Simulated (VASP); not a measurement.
Set up this calculation in VASP 6.6.1, as the native input.

```
Task                   : relaxation of volume and atoms at fixed shape
Functional             : PBEsol
Potentials or basis    : VASP PAW PBE potentials, release 64 (K_sv)
Cutoff                 : 600 eV
k mesh                 : 6 × 6 × 6
Occupations            : fermi-dirac, width 0.05 eV
Spin                   : no spin polarisation
Dipole correction      : no
Further INCAR settings : ALGO = Normal; EDIFF = 1e-06; IBRION = 2; EDIFFG = -0.03; NSW = 80; ISIF = 8
```

The structure of K lies in POSCAR:

```
K
1.0
   -2.6125000000      2.6125000000      2.6125000000
    2.6125000000     -2.6125000000      2.6125000000
    2.6125000000      2.6125000000     -2.6125000000
K
1
Direct
    0.0000000000      0.0000000000      0.0000000000
```

These files were run (other wordings do the same):

INCAR

```
PREC     = Accurate       # precision mode
ENCUT    = 600            # plane-wave cutoff, eV
EDIFF    = 1E-6           # SCF threshold, eV
ISMEAR   = -1             # smearing method
SIGMA    = 0.05           # smearing width, eV
LREAL    = False          # projectors in reciprocal space
LASPH    = True           # aspherical terms in the spheres
NELM     = 80             # most SCF steps
ALGO     = Normal         # electronic algorithm
ISIF     = 8              # what is computed and relaxed
LWAVE    = False          # write WAVECAR
LCHARG   = False          # write CHGCAR
GGA      = PS             # functional
IBRION   = 2              # ionic algorithm
NSW      = 80             # ionic steps
EDIFFG   = -0.03          # ionic threshold
```

KPOINTS

```
Automatic mesh
0
Gamma
  6 6 6
```

Potentials or basis: VASP PAW PBE potentials, release 64 (K_sv).

Run with:

```console
$ cat potpaw_PBE.64/K_sv/POTCAR > POTCAR
$ mpirun -np 1 vasp_std > vasp.out
```

Results of the run:

```json
{
  "Pressure after relaxing": "0.0 GPa"
}
```

Caveat: the relaxation stopped at its first step, so nothing moved; the PAW data sets were made with another functional, which shifts forces and pressure a little.

It took 7.6 s on 1 thread of Intel(R) Xeon(R) Platinum 8559C (Emerald Rapids), on a shared host, peak memory 0.19 GiB.
